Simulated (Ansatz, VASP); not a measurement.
**One calculation of AlN, two programs**

Contents of INCAR:

```
SYSTEM = AlN
PREC = Accurate
ENCUT = 520
EDIFF = 1E-8
ISMEAR = -1
SIGMA = 0.03
LREAL = .False.
LASPH = .True.
NELM = 100
ALGO = Normal
ISIF = 2
LWAVE = .False.
LCHARG = .False.
GGA = PS
LEFG = .True.
NBANDS = 16
```

The input KPOINTS:

```
Automatic mesh
0
Gamma
  10 10 6
  0 0 0
```

The input POSCAR:

```
AlN
1.0
    3.1110021516     -0.0155550108     -0.0155550108
   -1.5689721103      2.7019843999     -0.0056935291
   -0.0248900000     -0.0248900000      4.9780000000
Al N
2 2
Direct
    0.3333333333      0.6666666667      0.0000000000
    0.6666666667      0.3333333333      0.5000000000
    0.3333333333      0.6666666667      0.3850000000
    0.6666666667      0.3333333333      0.8850000000
```

Input for Ansatz:

```yaml
crystal:
  lattice:
    - [3.1110021516, -0.0155550108, -0.0155550108]
    - [-1.5689721103, 2.7019843999, -0.0056935291]
    - [-0.02489, -0.02489, 4.978]
  atoms:
    - { symbol: Al, position: [0.3333333333, 0.6666666667, 0.0] }
    - { symbol: Al, position: [0.6666666667, 0.3333333333, 0.5] }
    - { symbol: "N", position: [0.3333333333, 0.6666666667, 0.385] }
    - { symbol: "N", position: [0.6666666667, 0.3333333333, 0.885] }
kpoints:
  mp_grid: { grid: [10, 10, 6] }
scf:
  occupations: { method: fermi_dirac, width: 0.03 }
hamiltonian:
  xc: pbesol
  pseudopotentials: { kind: all_electron, datasets: crystal }
output:
  forces: true
  stress: true
  eigenvalues: true
  efg: { contact_densities: true }
```

Change from the starting cell: equal xy, yz and zx shear strains of -1 %, crystal datasets.

Alike in both runs: task electric field gradients; functional PBEsol; k mesh 10 × 10 × 6; occupations fermi-dirac, width 0.03 eV; no spin polarisation.

|  | VASP | Ansatz |
| --- | --- | --- |
| version | VASP 6.6.1 | Ansatz 0.2.0 |
| potentials or method | VASP PAW PBE potentials, release 64 (Al, N), cutoff 520 eV | all-electron PAW with datasets made for the crystal, scalar-relativistic |

|  | VASP | Ansatz | Ansatz less VASP |
| --- | --- | --- | --- |
| gap on the k mesh at the Fermi level (eV) | 4.08 | 4.08 | -0.006 |
| pressure (GPa) | 0.6 | 0.5 | -0.12 |
| traceless stress, the component that is largest in VASP (GPa) | 1.80 | 1.77 | -0.021 |
| rms of the force components (eV/Å) | 0.130 | 0.129 | -0.0012 |
| size of Vzz on the site where it differs most (V/Å²) | 8.6 | 8.3 | -0.30 |

VASP's potentials were made for PBE, not for PBEsol. Atom by atom the forces differ by 0.001 eV/Å (rms over components). Ansatz ran all-electron here, and VASP with PAW potentials.
